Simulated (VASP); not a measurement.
Wanted: the native input for a VASP 6.6.1 run.

```
Task                   : single point
Functional             : PBEsol
Dispersion             : D3(BJ)
Potentials or basis    : VASP PAW PBE potentials, release 64 (P)
Cutoff                 : 520 eV
k mesh                 : 12 × 12 × 12
Occupations            : gaussian, width 0.15 eV
Spin                   : no spin polarisation
Dipole correction      : no
Further INCAR settings : ALGO = Normal; EDIFF = 1e-06; NBANDS = 8
```

The structure of P lies in POSCAR:

```
P
1.0
    4.2729048574      0.0000000000     -0.2136452429
    0.0000000000      4.2729048574      0.0000000000
   -0.2189000000      0.0000000000      4.3780000000
P
1
Direct
    0.0000000000      0.0000000000      0.0000000000
```

This cell differs from its parent crystal: strain -0.1000 x Voigt [0, 0, 0, 0, 1, 0].

The input as run:

INCAR

```
SYSTEM = P
  PREC = Accurate
  ENCUT = 520
  EDIFF = 1E-6
  ISMEAR = 0
  SIGMA = 0.15
  LREAL = .False.
  LASPH = .True.
  NELM = 80
  ALGO = Normal
  ISIF = 2
  LWAVE = .False.
  LCHARG = .False.
  GGA = PS
  IVDW = 12
  NBANDS = 8
```

KPOINTS

```
regular mesh
0
Gamma
  12 12 12
  0 0 0
```

Potentials or basis: VASP PAW PBE potentials, release 64 (P).

Run with:

```bash
$ cat potpaw_PBE.64/P/POTCAR > POTCAR
$ mpirun -np 1 vasp_std > vasp.out
```

It gave:

```
Pressure                   : -4.0 GPa
Band gap on the k mesh     : zero (an odd number of electrons rules out a gap without spin polarisation)
Dispersion energy per atom : -0.081 eV
```

Caveat: the cell differs from its parent crystal (strain -0.1000 x Voigt [0, 0, 0, 0, 1, 0]); the cell stands under tension; the PAW data sets were made with another functional, which shifts forces and pressure a little.

Run time: 4.7 min on 1 thread of Intel Xeon 8259CL, with other jobs on the host, peak memory 0.41 GiB.
